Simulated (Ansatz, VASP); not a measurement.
# BaTiO3: VASP beside Ansatz

POSCAR

```
BaTiO3
1.0
    2.9645160655      1.7140030903      2.4236334988
   -2.9645160655      1.7140030903      2.4236334988
    0.0000000000     -3.1749996336      2.2454436996
Ba Ti O
1 1 3
Direct
    0.0093058398      0.0093058398     -0.0057795020
    0.5252950619      0.5252950619      0.4942356669
    0.4930481880      0.9662236372      0.4942169397
    0.4772282729      0.4772282729      0.9942109557
    0.9662236372      0.4930481880      0.4942169397
```

INCAR.step1

```
PREC = Accurate
ENCUT = 520
ISMEAR = 0
SIGMA = 0.02
LREAL = False
LASPH = True
NELM = 150
LMAXMIX = 4
LDAU = True
LDAUTYPE = 2
LDAUL = -1 2 -1
LDAUU = 0 4 0
LDAUJ = 0 0 0
NBANDS = 28
GGA = PE
ALGO = Normal
EDIFF = 1E-4
LWAVE = True
LCHARG = False
```

Contents of INCAR.step2:

```
PREC = Accurate
ENCUT = 520
EDIFF = 1E-7
ISMEAR = 0
SIGMA = 0.02
LREAL = False
LASPH = True
NELM = 150
ALGO = Normal
ISIF = 2
LWAVE = False
LCHARG = False
LMAXMIX = 4
LDAU = True
LDAUTYPE = 2
LDAUL = -1 2 -1
LDAUU = 0 4 0
LDAUJ = 0 0 0
LDAUPRINT = 1
METAGGA = R2SCAN
LMIXTAU = True
NBANDS = 28
ISTART = 1
```

KPOINTS

```
regular mesh
0
Gamma
  6 6 6
```

Input for Ansatz:

```yaml
crystal:
  lattice:
    - [2.9645160655, 1.7140030903, 2.4236334988]
    - [-2.9645160655, 1.7140030903, 2.4236334988]
    - [0.0, -3.1749996336, 2.2454436996]
  atoms:
    - { symbol: Ba, position: [0.0093058398, 0.0093058398, -0.005779502] }
    - { symbol: Ti, position: [0.5252950619, 0.5252950619, 0.4942356669] }
    - { symbol: O, position: [0.493048188, 0.9662236372, 0.4942169397] }
    - { symbol: O, position: [0.4772282729, 0.4772282729, 0.9942109557] }
    - { symbol: O, position: [0.9662236372, 0.493048188, 0.4942169397] }
basis:
  ecutwfc: 500
kpoints:
  mp_grid: { grid: [6, 6, 6] }
  band_path: { path: [VBM, CBM], npoints: 2 }
hamiltonian:
  xc: r2scan
  hubbard: { sites: [{ species: Ti, l: d, u_eff: 4.0 }] }
scf:
  occupations: { method: gaussian, width: 0.02 }
output:
  forces: true
  stress: true
  eigenvalues: true
checkpoint:
  read: start.run
  write: ck
  compress: false
  write_wavefunctions: false
  write_every: 100000
```

Alike in both runs: task single point; functional r2SCAN; k mesh 6 × 6 × 6; occupations gaussian, width 0.02 eV; no spin polarisation; Hubbard terms Ti d U = 4.0 eV.

|  | VASP | Ansatz |
| --- | --- | --- |
| version | VASP 6.6.1 | Ansatz 0.2.0 |
| potentials or method | VASP PAW PBE potentials, release 64 (Ba_sv, Ti_sv, O), cutoff 520 eV | scalar-relativistic, plane waves, PAW |
| valence electrons in the cell | 40 | 40 |

Ansatz gave:

| Quantity | Value |
| --- | --- |
| gap on the k mesh at the Fermi level (eV) | 3.27 |
| least direct gap on the mesh (eV) | 3.86 |
| pressure (GPa) | -3.3 |
| traceless stress, the component that is largest in VASP (GPa) | -2.55 |
| rms of the force components (eV/Å) | 0.001 |

Which values does VASP return?

gap on the k mesh at the Fermi level (eV): 3.32; least direct gap on the mesh (eV): 3.90; pressure (GPa): 0.3; traceless stress, the component that is largest in VASP (GPa): -2.25; rms of the force components (eV/Å): 0.315.

VASP's potentials were made for PBE, not for r2SCAN. The programs project onto different local orbitals, so the same U acts differently, and such runs can settle in different states. Atom by atom the forces differ by 0.315 eV/Å (rms over components).

Spin-orbit coupling is off throughout.
